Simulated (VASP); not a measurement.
# Sb2As2C (Immm) in VASP: a series of runs, part 2 of 3

VASP 6.6.1.

## Step 4: Relaxation of cell and atoms, PBE

This run uses another cell than the first one, of 22.63 Å³/atom, 1.033 times its volume.

Input file INCAR:

```
SYSTEM = Sb2As2C
PREC = Accurate
ENCUT = 600
EDIFF = 1E-6
ISMEAR = 0
SIGMA = 0.1
LREAL = .False.
LASPH = .True.
NELM = 100
ALGO = Normal
ISIF = 3
LWAVE = .False.
LCHARG = .False.
GGA = PE
IBRION = 2
NSW = 90
EDIFFG = -0.04
```

Input file KPOINTS:

```
Automatic mesh
0
Gamma
  6 6 6
  0 0 0
```

Input file POSCAR:

```
Sb2As2C
1.0
   -1.8447256652      3.4661190754      4.4231781318
    1.8447256652     -3.4661190754      4.4231781318
    1.8447256652      3.4661190754     -4.4231781318
Sb As C
2 2 1
Direct
    0.2097174634      0.7097174634      0.5000000000
    0.7902825366      0.2902825366      0.5000000000
    0.2308886611      0.0000000000      0.2308886611
    0.7691113389      0.0000000000      0.7691113389
    0.5000000000      0.0000000000      0.5000000000
```

Potentials or basis: VASP PAW PBE potentials, release 64 (Sb, As, C).

Command:

```console
> cat potpaw_PBE.64/Sb/POTCAR potpaw_PBE.64/As/POTCAR potpaw_PBE.64/C/POTCAR > POTCAR
> mpirun -np 1 vasp_std > vasp.out
```

OUTCAR:

```text
SYSTEM = Sb2As2C
   PREC = Accurate
   ENCUT = 600
   EDIFF = 1E-6
   ISMEAR = 0
   LREAL = .False.
   LASPH = .True.
   NELM = 100
   ISIF = 3
   GGA = PE
   IBRION = 2
   NSW = 90
   EDIFFG = -0.04

 ion  position               nearest neighbor table
   1  0.210  0.710  0.500-   5 2.57   3 3.07   4 3.07   3 3.07   4 3.07   4 3.17   3 3.17   2 3.71

   2  0.790  0.290  0.500-   5 2.57   4 3.07   3 3.07   3 3.07   4 3.07   4 3.17   3 3.17   1 3.71

   3  0.231  0.000  0.231-   5 1.87   1 3.07   1 3.07   2 3.07   2 3.07   2 3.17   1 3.17
   4  0.769  0.000  0.769-   5 1.87   2 3.07   1 3.07   1 3.07   2 3.07   2 3.17   1 3.17
   5  0.500  0.000  0.500-   3 1.87   4 1.87   1 2.57   2 2.57

  LATTYP: Found a body centered orthorhombic cell.
 ALAT       =     3.6894513304
 B/A-ratio  =     1.8789347060
 C/A-ratio  =     2.3977430440

  Lattice vectors:

 A1 = (  -1.8447256652,   3.4661190754,   4.4231781318)
 A2 = (   1.8447256652,  -3.4661190754,   4.4231781318)
 A3 = (   1.8447256652,   3.4661190754,  -4.4231781318)

Analysis of symmetry for initial positions (statically):
=====================================================================
 Subroutine PRICEL returns:
 Original cell was already a primitive cell.

[... 183 lines left out ...]
  -------------------------------------------------------------------------------------
  Total        1.0093325     -0.4478600      0.1624866      0.0000000      0.0000000      0.0000000
  in kB       14.2947039     -6.3428320      2.3012221      0.0000000      0.0000000      0.0000000
  external PRESSURE =       3.4176980 kB  Pullay stress =       0.0000000 kB
[... 221 lines left out ...]
--------------------------------------- Ionic step        7  -------------------------------------------

 number of electron      23.9999999 magnetization

 Free energy of the ion-electron system (eV)
  ---------------------------------------------------
  ext. energy  EPLUGINS =         0.00000000
  ---------------------------------------------------
  free energy    TOTEN  =       -22.46328618 eV

  energy without entropy =      -22.45548433  energy(sigma->0) =      -22.45938526

 E-fermi :   6.0047     XC(G=0):  -9.7561

 val. band max:        5.9934315115   @ k =  -0.3333  -0.3333   0.1667
 cond. band min:       6.0337344126   @ k =   0.3333  -0.1667   0.1667
 fundamental gap:      0.0403029011
 Fermi energy:         6.0046838088

 k-point     1 :       0.0000    0.0000    0.0000
  band No.  band energies     occupation
      1      -8.6507      2.00000
      2      -5.5987      2.00000
      3      -4.2753      2.00000
      4      -3.0594      2.00000
      5      -1.1244      2.00000
      6       0.6385      2.00000
[... 433 lines left out ...]
      3      -3.7122      2.00000
      4      -2.1510      2.00000
      5      -1.4354      2.00000
      6       0.5650      2.00000
[... 8 lines left out ...]
     15       7.2619      0.00000
     16       8.2376      0.00000

 [... further k-points ...]

------------------------ aborting loop because EDIFF is reached ----------------------------------------

  FORCE on cell =-STRESS in cart. coord.  units (eV):
  Direction    XX          YY          ZZ          XY          YZ          ZX
  --------------------------------------------------------------------------------------
  -------------------------------------------------------------------------------------
  Total        0.0171657     -0.0175289      0.0417002      0.0000000      0.0000000      0.0000000
  in kB        0.2403313     -0.2454168      0.5838321      0.0000000      0.0000000      0.0000000
  external PRESSURE =       0.1929155 kB  Pullay stress =       0.0000000 kB
[... 20 lines left out ...]
  FREE ENERGIE OF THE ION-ELECTRON SYSTEM (eV)
  ---------------------------------------------------
  free  energy   TOTEN  =       -22.4632861772 eV

  energy  without entropy=      -22.4554843340  energy(sigma->0) =      -22.45938526

 reached required accuracy - stopping structural energy minimisation
```

OSZICAR:

```text
N       E                     dE             d eps       ncg     rms          rms(c)
DAV:   1     0.129841508988E+03    0.12984E+03   -0.10172E+04  1472   0.139E+03
[... 59 lines left out ...]
       N       E                     dE             d eps       ncg     rms          rms(c)
DAV:   1    -0.224642498348E+02   -0.22416E-02   -0.61193E-02  1584   0.147E+00    0.173E-01
DAV:   2    -0.224636442284E+02    0.60561E-03   -0.27157E-03  1960   0.317E-01    0.103E-01
DAV:   3    -0.224633324421E+02    0.31179E-03   -0.54795E-04  1752   0.129E-01    0.329E-02
DAV:   4    -0.224632861165E+02    0.46326E-04   -0.84480E-05  1864   0.523E-02    0.145E-02
DAV:   5    -0.224632862821E+02   -0.16554E-06   -0.11236E-05  2040   0.179E-02    0.699E-03
DAV:   6    -0.224632861772E+02    0.10491E-06   -0.27767E-06  1120   0.912E-03
   7 F= -.22463286E+02 E0= -.22459385E+02  d E =-.580292E-03
```

CONTCAR:

```text
Sb2As2C
   1.00000000000000
    -1.9013828704155109    3.4082675861332503    4.4146612624936710
     1.9013828704155109   -3.4082675861332503    4.4146612624936710
     1.9013828704155109    3.4082675861332503   -4.4146612624936710
  Sb              As              C
     2     2     1
Direct
     0.2113144774388937    0.7113144774388936    0.5000000000000000
     0.7886855225611064    0.2886855225611064    0.5000000000000000
     0.2259405657639179    0.0000000000000000    0.2259405657639179
     0.7740594342360821    0.0000000000000000    0.7740594342360821
     0.5000000000000000    0.0000000000000000    0.5000000000000000

  0.00000000E+00  0.00000000E+00  0.00000000E+00
  0.00000000E+00  0.00000000E+00  0.00000000E+00
  0.00000000E+00  0.00000000E+00  0.00000000E+00
  0.00000000E+00  0.00000000E+00  0.00000000E+00
  0.00000000E+00  0.00000000E+00  0.00000000E+00
```

Wall time 4.3 min (1 thread of Intel Xeon 6975P-C (Granite Rapids), shared host); peak memory 0.42 GiB.

What came out:

```yaml
Free_energy: -22.4633 eV
Relaxed_volume: 22.89 Å³/atom
Relaxed_cell: a = 5.892 Å, b = 5.892 Å, c = 5.892 Å, α = 142.35°, β = 109.32°, γ = 82.96°
Space_group_after_relaxing_to_0.05_Å: Immm (No. 71)
Energy_gained_by_relaxing: 4.9 meV/atom
Ionic_steps: 7
Pressure_after_relaxing: 0.0 GPa
Largest_force_after_relaxing: 0.010 eV/Å
Band_gap_on_the_k_mesh: zero (band 12 reaches 7.04 eV, above the bottom of band 13 at 5.15 eV)
```

Forces on the atoms (eV/Å):
```
Sb   0.000  0.000  0.010
Sb   0.000  0.000 -0.010
As   0.000  0.005  0.000
As   0.000 -0.005  0.000
C    0.000  0.000  0.000
```

Step by step:
```tsv
step	energy change (eV)	largest force (eV/Å)	pressure (GPa)	volume (Å³)
1	0.0000	0.1053	0.34	113.13
2	-0.0114	0.1476	0.11	113.91
3	-0.0192	0.2192	-0.22	115.20
4	-0.0239	0.0128	-0.28	114.91
5	-0.0240	0.0471	-0.29	114.87
6	-0.0233	0.0585	0.48	113.81
7	-0.0246	0.0099	0.02	114.44
```

Final structure:
```cif
data_structure
_symmetry_space_group_name_H-M 'P 1'
_symmetry_Int_Tables_number 1
_cell_length_a 5.8924
_cell_length_b 5.8924
_cell_length_c 5.8924
_cell_angle_alpha 142.350
_cell_angle_beta 109.322
_cell_angle_gamma 82.956
_cell_volume 114.44
loop_
_atom_site_label
_atom_site_type_symbol
_atom_site_fract_x
_atom_site_fract_y
_atom_site_fract_z
_atom_site_occupancy
Sb1 Sb 0.21131 0.71131 0.50000 1
Sb2 Sb 0.78869 0.28869 0.50000 1
As1 As 0.22594 0.00000 0.22594 1
As2 As 0.77406 0.00000 0.77406 1
C1 C 0.50000 0.00000 0.50000 1
```

Levels at points of the mesh, in eV from the Fermi level:
| k point | band 9 | band 10 | band 11 | band 12 | band 13 | band 14 | band 15 | band 16 |
| --- | --- | --- | --- | --- | --- | --- | --- | --- |
| (0.00, 0.00, 0.00) | -2.38 | -0.56 | -0.22 | 0.13 | 0.49 | 2.11 | 2.11 | 2.15 |
| (0.50, 0.00, 0.00) | -1.94 | -1.73 | -1.69 | -0.38 | 1.51 | 1.64 | 2.61 | 2.91 |
| (0.00, 0.50, 0.00) | -3.06 | -2.09 | -1.71 | -1.32 | -0.85 | 0.52 | 1.24 | 1.88 |
| (0.50, 0.50, 0.00) | -3.68 | -2.90 | -0.87 | -0.32 | -0.11 | 0.51 | 1.09 | 1.52 |
| (0.50, 0.50, 0.50) | -1.60 | -1.04 | -0.53 | 0.34 | 0.56 | 0.71 | 1.44 | 1.77 |

Caveat: spin-orbit coupling is left out, which moves the levels of the heavy elements.

## Step 5: Single point, PBE

This run uses another cell than the first one, of 22.63 Å³/atom, 1.033 times its volume.

Input file INCAR:

```
SYSTEM = Sb2As2C
  PREC = Accurate
  ENCUT = 520
  EDIFF = 1E-6
  ISMEAR = 0
  SIGMA = 0.1
  LREAL = .FALSE.
  LASPH = .TRUE.
  NELM = 60
  ALGO = Normal
  ISIF = 2
  LWAVE = .FALSE.
  LCHARG = .FALSE.
  GGA = PE
  NBANDS = 20
```

Input file KPOINTS:

```
Automatic mesh
0
G
  4 4 4
  0 0 0
```

Input file POSCAR:

```
Sb2As2C
1.0
   -1.8447256652      4.4231781318      3.4661190754
    1.8447256652     -4.4231781318      3.4661190754
    1.8447256652      4.4231781318     -3.4661190754
Sb As C
2 2 1
Direct
    0.7902825366      0.5000000000      0.2902825366
    0.2097174634      0.5000000000      0.7097174634
    0.7691113389      0.7691113389      0.0000000000
    0.2308886611      0.2308886611      0.0000000000
    0.5000000000      0.5000000000      0.0000000000
```

Potentials or basis: VASP PAW PBE potentials, release 64 (Sb, As, C).

Command:

```console
> cat potpaw_PBE.64/Sb/POTCAR potpaw_PBE.64/As/POTCAR potpaw_PBE.64/C/POTCAR > POTCAR
> mpirun -np 1 vasp_std > vasp.out
```

OUTCAR:

```text
SYSTEM = Sb2As2C
   PREC = Accurate
   ENCUT = 520
   EDIFF = 1E-6
   ISMEAR = 0
   LREAL = .FALSE.
   LASPH = .TRUE.
   NELM = 60
   ISIF = 2
   GGA = PE

 ion  position               nearest neighbor table
   1  0.790  0.500  0.290-   5 2.57   3 3.07   4 3.07   4 3.07   3 3.07   3 3.17   4 3.17   2 3.71

   2  0.210  0.500  0.710-   5 2.57   4 3.07   3 3.07   4 3.07   3 3.07   4 3.17   3 3.17   1 3.71

   3  0.769  0.769  0.000-   5 1.87   1 3.07   2 3.07   2 3.07   1 3.07   1 3.17   2 3.17
   4  0.231  0.231  0.000-   5 1.87   2 3.07   2 3.07   1 3.07   1 3.07   2 3.17   1 3.17
   5  0.500  0.500  0.000-   3 1.87   4 1.87   1 2.57   2 2.57

  LATTYP: Found a body centered orthorhombic cell.
 ALAT       =     3.6894513304
 B/A-ratio  =     1.8789347060
 C/A-ratio  =     2.3977430440

  Lattice vectors:

 A1 = (   1.8447256652,  -4.4231781318,  -3.4661190754)
 A2 = (  -1.8447256652,  -4.4231781318,   3.4661190754)
 A3 = (  -1.8447256652,   4.4231781318,  -3.4661190754)

Analysis of symmetry for initial positions (statically):
=====================================================================
 Subroutine PRICEL returns:
 Original cell was already a primitive cell.

[... 173 lines left out ...]
 fundamental gap:      0.2518704249
 Fermi energy:         6.1409835835

 k-point     1 :       0.0000    0.0000    0.0000
  band No.  band energies     occupation
      1      -8.5444      2.00000
      2      -5.5792      2.00000
      3      -4.2279      2.00000
      4      -3.0479      2.00000
      5      -0.9349      2.00000
      6       0.7499      2.00000
[... 403 lines left out ...]
     19      10.3704      0.00000
     20      11.5659      0.00000

------------------------ aborting loop because EDIFF is reached ----------------------------------------

  FORCE on cell =-STRESS in cart. coord.  units (eV):
  Direction    XX          YY          ZZ          XY          YZ          ZX
  --------------------------------------------------------------------------------------
  -------------------------------------------------------------------------------------
  Total       -0.0592634     -0.0662147      0.2880990      0.0000000      0.0000000     -0.0000000
  in kB       -0.8393195     -0.9377671      4.0802117      0.0000000      0.0000000     -0.0000000
  external PRESSURE =       0.7677083 kB  Pullay stress =       0.0000000 kB

 VOLUME and BASIS-vectors are now :
 -----------------------------------------------------------------------------
  energy-cutoff  :      520.00
  volume of cell :      113.13
      direct lattice vectors                 reciprocal lattice vectors
    -1.844725665  4.423178132  3.466119075     0.000000000  0.113040892  0.144253555
     1.844725665 -4.423178132  3.466119075     0.271043012  0.000000000  0.144253555
     1.844725665  4.423178132 -3.466119075     0.271043012  0.113040892  0.000000000

 POSITION                                       TOTAL-FORCE (eV/Angst)
 -----------------------------------------------------------------------------------
     -0.00000      2.56794      3.46612         0.000000     -0.001089      0.000000
      1.84473      1.85524      0.00000         0.000000      0.001089      0.000000
      0.00000      0.00000      5.33166         0.000000      0.000000      0.123898
      0.00000      0.00000      1.60058        -0.000000     -0.000000     -0.123898
      0.00000      0.00000      3.46612         0.000000      0.000000      0.000000
 -----------------------------------------------------------------------------------
    total drift:                               -0.000000      0.000000     -0.000000

  FREE ENERGIE OF THE ION-ELECTRON SYSTEM (eV)
  ---------------------------------------------------
  free  energy   TOTEN  =       -22.5762249414 eV

  energy  without entropy=      -22.5691667386  energy(sigma->0) =      -22.57269584
```

OSZICAR:

```text
N       E                     dE             d eps       ncg     rms          rms(c)
DAV:   1     0.101925201262E+03    0.10193E+03   -0.90057E+03   720   0.987E+02
DAV:   2    -0.149590116163E+02   -0.11688E+03   -0.11293E+03   968   0.164E+02
DAV:   3    -0.242466347303E+02   -0.92876E+01   -0.90888E+01   864   0.502E+01
DAV:   4    -0.244329472375E+02   -0.18631E+00   -0.18547E+00   848   0.782E+00
DAV:   5    -0.244365045959E+02   -0.35574E-02   -0.35564E-02   900   0.108E+00    0.862E+00
DAV:   6    -0.227703009784E+02    0.16662E+01   -0.11276E+01   940   0.189E+01    0.439E+00
DAV:   7    -0.225801069977E+02    0.19019E+00   -0.24453E+00   772   0.766E+00    0.257E+00
DAV:   8    -0.225814957399E+02   -0.13887E-02   -0.28063E-01   876   0.264E+00    0.953E-01
DAV:   9    -0.225759638013E+02    0.55319E-02   -0.29537E-02   872   0.100E+00    0.210E-01
DAV:  10    -0.225761786947E+02   -0.21489E-03   -0.37907E-03   844   0.364E-01    0.649E-02
DAV:  11    -0.225762134668E+02   -0.34772E-04   -0.25599E-04   900   0.919E-02    0.394E-02
DAV:  12    -0.225762247937E+02   -0.11327E-04   -0.30145E-05   824   0.313E-02    0.454E-03
DAV:  13    -0.225762249414E+02   -0.14772E-06   -0.23422E-06   748   0.836E-03
   1 F= -.22576225E+02 E0= -.22572696E+02  d E =-.705820E-02
```

Wall time 64 s (1 thread of Intel Xeon Platinum 8259CL at 2.50GHz (Skylake/Cascade Lake), shared host); peak memory 0.33 GiB.

What came out:

```
Free energy            : -22.5762 eV
Pressure               : 0.1 GPa
Largest force          : 0.124 eV/Å
Band gap on the k mesh : zero (band 12 reaches 6.96 eV, above the bottom of band 13 at 5.29 eV)
```

Forces in eV/Å, atoms in the order of the input:
```
Sb   0.000 -0.001  0.000
Sb   0.000  0.001  0.000
As   0.000  0.000  0.124
As   0.000  0.000 -0.124
C    0.000  0.000  0.000
```

Levels at points of the mesh, in eV from the Fermi level:
```csv
k point,band 8,band 9,band 10,band 11,band 12,band 13,band 14,band 15,band 16,band 17
"(0.00, 0.00, 0.00)",-4.08,-2.16,-0.76,0.10,0.33,0.93,2.20,2.21,2.45,4.06
"(0.50, 0.00, 0.00)",-2.15,-1.99,-1.77,-1.30,-0.44,1.69,1.86,2.74,3.17,3.40
"(0.00, 0.50, 0.00)",-4.82,-3.66,-2.94,-0.99,-0.43,-0.25,0.44,1.03,1.26,2.88
"(0.50, 0.50, 0.00)",-4.10,-3.26,-2.19,-1.79,-1.52,-0.85,0.48,1.25,1.90,3.09
"(0.50, 0.50, 0.50)",-2.82,-1.78,-1.08,-0.66,0.53,0.68,0.78,1.34,2.01,2.17
```

Caveat: the k points lie up to 0.48 Å⁻¹ apart; spin-orbit coupling is left out, which moves the levels of the heavy elements.

[end of part 2 of 3]
